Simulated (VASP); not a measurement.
# TiS2 (P-3m1) in VASP: notebook

TiS2 is run at these levels: r2SCAN; tasks: single point.

All numbers are computed with VASP 6.6.1; they aren't measurements. Logs are shortened: lines on timing, memory, paths and dates and some standing lists are left out, and cuts for length are marked.

## 1. The cell of the first run

Symmetry: P-3m1, No. 164, trigonal system. The conventional cell has a = 3.412 Å, b = 3.412 Å, c = 5.695 Å, α = 90.00°, β = 90.00°, γ = 120.00°. Within 3.2 Å of Ti (site symmetry -3m) lie 6 S at 2.43 Å. Within 3.2 Å of S (site symmetry 3m) lie 3 Ti at 2.43 Å.

## 2. Single point, r2SCAN

Contents of POSCAR:

```
TiS2
1.0
    3.4120000000      0.0000000000      0.0000000000
   -1.7060000000      2.9548800000      0.0000000000
    0.0000000000      0.0000000000      5.6950000000
Ti S
1 2
Direct
    0.0000000000      0.0000000000      0.0000000000
    0.3333333333      0.6666666667      0.2500000000
    0.6666666667      0.3333333333      0.7500000000
```

Contents of INCAR.step1:

```
SYSTEM = TiS2
PREC = Accurate
ENCUT = 550
ISMEAR = 0
SIGMA = 0.01
LREAL = .FALSE.
LASPH = .TRUE.
NELM = 120
NBANDS = 19
GGA = PE
ALGO = Normal
EDIFF = 1E-5
LWAVE = .TRUE.
LCHARG = .FALSE.
GGA_COMPAT = .FALSE.
```

Contents of INCAR.step2:

```
SYSTEM = TiS2
PREC = Accurate
ENCUT = 550
EDIFF = 1E-6
ISMEAR = 0
SIGMA = 0.01
LREAL = .FALSE.
LASPH = .TRUE.
NELM = 120
ALGO = Normal
ISIF = 2
LWAVE = .FALSE.
LCHARG = .FALSE.
METAGGA = R2SCAN
LMIXTAU = .TRUE.
NBANDS = 19
ISTART = 1
GGA_COMPAT = .FALSE.
```

Contents of KPOINTS:

```
Automatic mesh
0
G
  5 5 3
  0 0 0
```

Potentials or basis: VASP PAW PBE potentials, release 64 (Ti_sv, S).

Started as:

```sh
$ cat potpaw_PBE.64/Ti_sv/POTCAR potpaw_PBE.64/S/POTCAR > POTCAR
$ cp INCAR.step1 INCAR
$ mpirun -np 1 vasp_std > vasp.out
$ cp INCAR.step2 INCAR
$ mpirun -np 1 vasp_std > vasp.out
```

OUTCAR:

```text
SYSTEM = TiS2
   PREC = Accurate
   ENCUT = 550
   EDIFF = 1E-6
   ISMEAR = 0
   LREAL = .FALSE.
   LASPH = .TRUE.
   NELM = 120
   ISIF = 2
   METAGGA = R2SCAN
   ISTART = 1

 ion  position               nearest neighbor table
   1  0.000  0.000  0.000-   2 2.43   3 2.43   3 2.43   2 2.43   3 2.43   2 2.43
   2  0.333  0.667  0.250-   1 2.43   1 2.43   1 2.43
   3  0.667  0.333  0.750-   1 2.43   1 2.43   1 2.43

  LATTYP: Found a hexagonal cell.
 ALAT       =     3.4120000000
 C/A-ratio  =     1.6691090270

  Lattice vectors:

 A1 = (   3.4120000000,   0.0000000000,   0.0000000000)
 A2 = (  -1.7060000000,   2.9548800000,   0.0000000000)
 A3 = (   0.0000000000,   0.0000000000,   5.6950000000)

Analysis of symmetry for initial positions (statically):
=====================================================================
 Subroutine PRICEL returns:
 Original cell was already a primitive cell.

 Routine SETGRP: Setting up the symmetry group for a
 hexagonal supercell.

 Subroutine GETGRP returns: Found 12 space group operations
 (whereof 12 operations were pure point group operations)
 out of a pool of 24 trial point group operations.

The static configuration has the point symmetry D_3d.

Analysis of symmetry for dynamics (positions and initial velocities):
=====================================================================
 Subroutine PRICEL returns:
 Original cell was already a primitive cell.

 Routine SETGRP: Setting up the symmetry group for a
 hexagonal supercell.

 Subroutine GETGRP returns: Found 12 space group operations
 (whereof 12 operations were pure point group operations)
 out of a pool of 24 trial point group operations.

The dynamic configuration has the point symmetry D_3d.

 Subroutine INISYM returns: Found 12 space group operations
 (whereof 12 operations are pure point group operations),
 and found     1 'primitive' translations

----------------------------------------------------------------------------------------

                                     Primitive cell

  volume of cell :      57.4173

  direct lattice vectors                    reciprocal lattice vectors
     3.412000000  0.000000000  0.000000000     0.293083236  0.169211609  0.000000000
    -1.706000000  2.954880000  0.000000000     0.000000000  0.338423219  0.000000000
     0.000000000  0.000000000  5.695000000     0.000000000  0.000000000  0.175592625

  length of vectors
     3.412000000  3.412001145  5.695000000     0.338423332  0.338423219  0.175592625

  position of ions in fractional coordinates (direct lattice)
     0.000000000  0.000000000  0.000000000
     0.333333333  0.666666667  0.250000000
     0.666666667  0.333333333  0.750000000

  ion indices of the primitive-cell ions
   primitive index   ion index
                 1           1
                 2           2
                 3           3

----------------------------------------------------------------------------------------

 KPOINTS: Automatic mesh

Automatic generation of k-mesh.
 Grid dimensions read from file:
 generate k-points for:    5    5    3

 Generating k-lattice:

  Cartesian coordinates                     Fractional coordinates (reciprocal lattice)
     0.058616647  0.033842322  0.000000000     0.200000000  0.000000000  0.000000000
     0.000000000  0.067684644  0.000000000     0.000000000  0.200000000  0.000000000
     0.000000000  0.000000000  0.058530875     0.000000000  0.000000000  0.333333333

  Length of vectors
     0.067684666  0.067684644  0.058530875

  Shift w.r.t. Gamma in fractional coordinates (k-lattice)
     0.000000000  0.000000000  0.000000000

 Subroutine IBZKPT returns following result:
 ===========================================

 Found     12 irreducible k-points:

 Following reciprocal coordinates:
            Coordinates               Weight
  0.000000  0.000000  0.000000      1.000000
  0.200000  0.000000  0.000000      6.000000
  0.400000  0.000000  0.000000      6.000000
  0.200000  0.200000  0.000000      6.000000
  0.400000  0.200000  0.000000      6.000000
  0.000000  0.000000  0.333333      2.000000
  0.200000  0.000000  0.333333      6.000000
  0.000000  0.200000  0.333333      6.000000
  0.400000  0.000000  0.333333      6.000000
  0.000000  0.400000  0.333333      6.000000
  0.200000  0.200000  0.333333     12.000000
  0.400000  0.200000  0.333333     12.000000
   k-points           NKPTS =     12   k-points in BZ     NKDIM =     12   number of bands    NBANDS=     19
   number of dos      NEDOS =    301   number of ions     NIONS =      3
   total plane-waves  NPLWV =  37632
   dimension x,y,z NGX =    28 NGY =   28 NGZ =   48
   dimension x,y,z NGXF=    56 NGYF=   56 NGZF=   96
   ions per type =               1   2
   NGX,Y,Z   is equivalent  to a cutoff of  13.64, 13.64, 14.01 a.u.
   NGXF,Y,Z  is equivalent  to a cutoff of  27.29, 27.29, 28.02 a.u.
 SYSTEM =  TiS2
   PREC   = accura    normal or accurate (medium, high low for compatibility)
   ISTART =      1    job   : 0-new  1-cont  2-samecut
   ICHARG =      0    charge: 1-file 2-atom 10-const
   ISPIN  =      1    spin polarized calculation?
   LNONCOLLINEAR =      F non collinear calculations
   LSORBIT =      F    spin-orbit coupling
   LASPH  =      T    aspherical Exc in radial PAW
   ENCUT  =  550.0 eV  40.42 Ry    6.36 a.u.   6.52  6.52 10.89*2*pi/ulx,y,z
   NELM   =    120;   NELMIN=  2; NELMDL=  0     # of ELM steps
   EDIFF  = 0.1E-05   stopping-criterion for ELM
   LREAL  =      F    real-space projection
   EDIFFG = 0.1E-04   stopping-criterion for IOM
   NSW    =      0    number of steps for IOM
   IBRION =     -1    ionic relax: 0-MD 1-quasi-New 2-CG
   NFREE  =      0    steps in history (QN), initial steepest desc. (CG)
   ISIF   =      2    stress and relaxation
   ISYM   =      2    0-nonsym 1-usesym 2-fastsym
   POTIM  = 0.5000    time-step for ionic-motion
   TEBEG  =    0.0;   TEEND  =   0.0 temperature during run
   PSTRESS=    0.0 pullay stress
   NELECT =      24.0000    total number of electrons
   NUPDOWN=      -1.0000    fix difference up-down
   EMIN   =  10.00;   EMAX   =-10.00  energy-range for DOS
   EFERMI =   0.00;   METHOD = LEGACY
   ISMEAR =     0;   SIGMA  =   0.01  broadening in eV -4-tet -1-fermi 0-gaus
   EFERMI_NEDOS =   21; number of points for ismear=-14 and -15
   IALGO  =     38    algorithm
   IMIX   =      4    mixing-type and parameters
     AMIX     =   0.40;   BMIX     =  1.00
     AMIX_MAG =   1.60;   BMIX_MAG =  1.00
  volume/ion in A,a.u.               =      19.14       129.16
  Fermi-wavevector in a.u.,A,eV,Ry     =   1.224046  2.313111 20.385452  1.498288
  Thomas-Fermi vector in A             =   2.359135
   LORBIT       =      0    0 simple, 1 ext, 2 COOP (PROOUT), +10 PAW based schemes
   METAGGA = R2SCAN    functional components
   LHFCALC =     F    Hartree Fock is set to
   AEXX    =    0.0000 exact exchange contribution
   IVDW    =     0    specifies the selected vdW correction
   LEPSILON=     F    determine dielectric tensor
   LRPA    =     F    only Hartree local field effects (RPA)
 non-spin polarized calculation
 Gauss-broadening in eV      SIGMA  =   0.01
  energy-cutoff  :      550.00
  volume of cell :       57.42
 maximum number of plane-waves:      1714
 NGX is ok and might be reduce to    28
   NGX = 13   NGY = 13   NGZ = 21

 number of electron      23.9999999 magnetization

 Free energy of the ion-electron system (eV)
  ---------------------------------------------------
  ext. energy  EPLUGINS =         0.00000000
  ---------------------------------------------------
  free energy    TOTEN  =       -33.41536790 eV

  energy without entropy =      -33.41536790  energy(sigma->0) =      -33.41536790

 E-fermi :   5.4229     XC(G=0): -10.6526

 val. band max:        5.3329769456   @ k =   0.0000   0.0000   0.0000
 cond. band min:       5.4922489073   @ k =   0.0000   0.4000   0.3333
 fundamental gap:      0.1592719617
 Fermi energy:         5.4229024092

 k-point     1 :       0.0000    0.0000    0.0000
  band No.  band energies     occupation
      1     -54.8496      2.00000
      2     -30.0293      2.00000
      3     -29.9713      2.00000
      4     -29.9713      2.00000
      5      -9.0666      2.00000
      6      -7.3282      2.00000
[... 11 lines left out ...]
     18      11.9611      0.00000
     19      12.9896      0.00000

 k-point     2 :       0.2000    0.0000    0.0000
  band No.  band energies     occupation
      1     -54.8454      2.00000
      2     -30.0207      2.00000
      3     -30.0159      2.00000
      4     -29.9815      2.00000
      5      -8.6052      2.00000
      6      -7.2415      2.00000
[... 11 lines left out ...]
     18      13.4090      0.00000
     19      14.3090      0.00000

 k-point     3 :       0.4000    0.0000    0.0000
  band No.  band energies     occupation
      1     -54.8386      2.00000
      2     -30.0890      2.00000
      3     -30.0050      2.00000
      4     -29.9981      2.00000
      5      -7.6236      2.00000
      6      -7.1584      2.00000
[... 11 lines left out ...]
     18      12.8762      0.00000
     19      13.2256      0.00000

 k-point     4 :       0.2000    0.2000    0.0000
  band No.  band energies     occupation
      1     -54.8399      2.00000
      2     -30.0632      2.00000
      3     -30.0101      2.00000
      4     -30.0049      2.00000
      5      -7.8717      2.00000
      6      -7.1394      2.00000
[... 143 lines left out ...]
     18      12.0054      0.00000
     19      12.5869      0.00000

 k-point    11 :       0.2000    0.2000    0.3333
  band No.  band energies     occupation
      1     -54.8399      2.00000
      2     -30.0632      2.00000
      3     -30.0101      2.00000
      4     -30.0049      2.00000
      5      -7.7097      2.00000
      6      -7.3263      2.00000
[... 11 lines left out ...]
     18      13.7517      0.00000
     19      14.0408      0.00000

 k-point    12 :       0.4000    0.2000    0.3333
  band No.  band energies     occupation
      1     -54.8365      2.00000
      2     -30.0853      2.00000
      3     -30.0293      2.00000
      4     -30.0006      2.00000
      5      -7.2733      2.00000
      6      -7.1008      2.00000
[... 11 lines left out ...]
     18      12.6989      0.00000
     19      14.1167      0.00000

------------------------ aborting loop because EDIFF is reached ----------------------------------------

  FORCE on cell =-STRESS in cart. coord.  units (eV):
  Direction    XX          YY          ZZ          XY          YZ          ZX
  --------------------------------------------------------------------------------------
  -------------------------------------------------------------------------------------
  Total        0.3140421      0.3140424     -0.2819052      0.0000000     -0.0000000      0.0000000
  in kB        8.7630608      8.7630687     -7.8663092      0.0000000     -0.0000000      0.0000000
  external PRESSURE =       3.2199401 kB  Pullay stress =       0.0000000 kB

 VOLUME and BASIS-vectors are now :
 -----------------------------------------------------------------------------
  energy-cutoff  :      550.00
  volume of cell :       57.42
      direct lattice vectors                 reciprocal lattice vectors
     3.412000000  0.000000000  0.000000000     0.293083236  0.169211609  0.000000000
    -1.706000000  2.954880000  0.000000000     0.000000000  0.338423219  0.000000000
     0.000000000  0.000000000  5.695000000     0.000000000  0.000000000  0.175592625

 POSITION                                       TOTAL-FORCE (eV/Angst)
 -----------------------------------------------------------------------------------
      0.00000      0.00000      0.00000         0.000000      0.000000      0.000000
     -0.00000      1.96992      1.42375         0.000000     -0.000000     -0.336440
      1.70600      0.98496      4.27125        -0.000000      0.000000      0.336440
 -----------------------------------------------------------------------------------
    total drift:                               -0.000000     -0.000000     -0.000000

  FREE ENERGIE OF THE ION-ELECTRON SYSTEM (eV)
  ---------------------------------------------------
  free  energy   TOTEN  =       -33.4153678961 eV

  energy  without entropy=      -33.4153678961  energy(sigma->0) =      -33.41536790
```

Run time: 68 s. Hardware: 1 thread of Intel Xeon Platinum 8559C (Emerald Rapids), shared host; peak memory 0.18 GiB.

What came out:

| Quantity | Value |
| --- | --- |
| Free energy | -33.4154 eV |
| Pressure | 0.3 GPa |
| Largest force | 0.336 eV/Å |
| Band gap on the k mesh | 0.16 eV (least direct gap 0.59 eV) |

Forces on the atoms (eV/Å):
```
Ti   0.000  0.000  0.000
S    0.000  0.000 -0.336
S    0.000  0.000  0.336
```

Stress tensor (GPa, compression positive):
```
 0.88  0.00  0.00
 0.00  0.88  0.00
 0.00  0.00 -0.79
```

Levels at points of the mesh, in eV from the valence-band top:
```tsv
k point	band 10	band 11	band 12	band 13	band 14	band 15
(0.00, 0.00, 0.00)	-0.09	0.00	0.00	0.59	0.59	1.06
```

Caveat: the k points lie up to 0.43 Å⁻¹ apart; the PAW data sets were made with another functional, which shifts forces and pressure a little; an odd mesh through Γ misses points on the zone boundary, where band edges can lie.

## 3. Single point, r2SCAN

POSCAR is that of step 2.

Contents of INCAR.step1:

```
SYSTEM = TiS2
PREC     = Accurate       ! precision mode
ENCUT    = 550            ! plane-wave cutoff, eV
ISMEAR   = 0              ! smearing method
SIGMA    = 0.01           ! smearing width, eV
LREAL    = .False.        ! projectors in reciprocal space
LASPH    = .True.         ! aspherical terms in the spheres
NELM     = 120            ! most SCF steps
NBANDS   = 19             ! bands
GGA      = PE             ! functional
ALGO     = Normal         ! electronic algorithm
EDIFF    = 1E-5           ! SCF threshold, eV
LWAVE    = .True.         ! write WAVECAR
LCHARG   = .False.        ! write CHGCAR
GGA_COMPAT= .False.
```

Contents of INCAR.step2:

```
SYSTEM = TiS2
PREC     = Accurate       ! precision mode
ENCUT    = 550            ! plane-wave cutoff, eV
EDIFF    = 1E-6           ! SCF threshold, eV
ISMEAR   = 0              ! smearing method
SIGMA    = 0.01           ! smearing width, eV
LREAL    = .False.        ! projectors in reciprocal space
LASPH    = .True.         ! aspherical terms in the spheres
NELM     = 120            ! most SCF steps
ALGO     = Normal         ! electronic algorithm
ISIF     = 2              ! what is computed and relaxed
LWAVE    = .False.        ! write WAVECAR
LCHARG   = .True.         ! write CHGCAR
METAGGA  = R2SCAN         ! meta-GGA
LMIXTAU  = .True.       
LELF     = .True.         ! ELF
LVHAR    = .True.       
NBANDS   = 19             ! bands
ISTART   = 1            
GGA_COMPAT= .False.
```

Contents of KPOINTS:

```
regular mesh
0
Gamma
  7 7 4
  0 0 0
```

Potentials or basis: VASP PAW PBE potentials, release 64 (Ti_sv, S).

Started as:

```sh
$ cat potpaw_PBE.64/Ti_sv/POTCAR potpaw_PBE.64/S/POTCAR > POTCAR
$ cp INCAR.step1 INCAR
$ mpirun -np 1 vasp_std > vasp.out
$ cp INCAR.step2 INCAR
$ mpirun -np 1 vasp_std > vasp.out
```

It took 2.3 min on 1 thread of Intel Xeon Platinum 8559C (Emerald Rapids), shared host; peak memory 0.2 GiB.

The run converged. Its results:

```yaml
Free_energy: -33.4578 eV
Pressure: 0.0 GPa
Largest_force: 0.317 eV/Å
Band_gap_on_the_k_mesh: 0.17 eV (least direct gap 0.62 eV)
```

Forces in eV/Å, atoms in the order of the input:
```
Ti   0.000  0.000  0.000
S    0.000  0.000 -0.317
S    0.000  0.000  0.317
```

Stress tensor (GPa, compression positive):
```
 0.35  0.00  0.00
 0.00  0.35  0.00
 0.00  0.00 -0.58
```

Levels at points of the mesh, in eV from the valence-band top:
| k point | band 10 | band 11 | band 12 | band 13 | band 14 | band 15 |
| --- | --- | --- | --- | --- | --- | --- |
| (0.00, 0.00, 0.00) | -0.09 | 0.00 | 0.00 | 0.62 | 0.62 | 1.09 |
| (0.00, 0.00, 0.50) | -2.56 | -0.18 | -0.18 | 0.60 | 0.60 | 1.69 |

Caveat: the PAW data sets were made with another functional, which shifts forces and pressure a little; an odd mesh through Γ misses points on the zone boundary, where band edges can lie.
